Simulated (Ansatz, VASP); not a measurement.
Two plane-wave programs on MgO

```
Mg O
1.0
     3.24682    0.00000    0.00000
    -1.62341    2.81183    0.00000
     0.00000    0.00000   10.39617
Mg O
4 4
Direct
  0.00000 0.00000 0.99922
  0.33333 0.66667 0.24785
  0.66667 0.33333 0.49922
  0.33333 0.66667 0.74785
  0.00000 0.00000 0.18878
  0.33333 0.66667 0.43915
  0.66667 0.33333 0.68878
  0.33333 0.66667 0.93915
```

Alike in both runs: functional r2SCAN; k mesh 9 × 9 × 2; occupations gaussian, width 0.02 eV; no spin polarisation.

Ansatz relaxed the structure, and its values are those at the end. VASP's run is a single point on that final structure, the one shown.

|  | VASP | Ansatz |
| --- | --- | --- |
| version | VASP 6.6.1 | Ansatz 0.2.0 |
| potentials or method | VASP PAW PBE potentials, release 64 (Mg, O), cutoff 520 eV | scalar-relativistic, plane waves, PAW |
| valence electrons in the cell | 32 | 64 |

|  | VASP | Ansatz | Ansatz less VASP |
| --- | --- | --- | --- |
| gap on the k mesh at the Fermi level (eV) | 4.29 | 4.31 | +0.014 |
| least direct gap on the mesh (eV) | 4.29 | 4.31 | +0.014 |
| pressure (GPa) | -0.6 | 0.0 | +0.56 |

VASP's potentials were made for PBE, not for r2SCAN. With one functional, cell and mesh, what is left measures potentials, basis and numerics. VASP's potentials hold 32 valence electrons a cell and Ansatz's 64, so a difference there can come from the potentials and not from the codes.
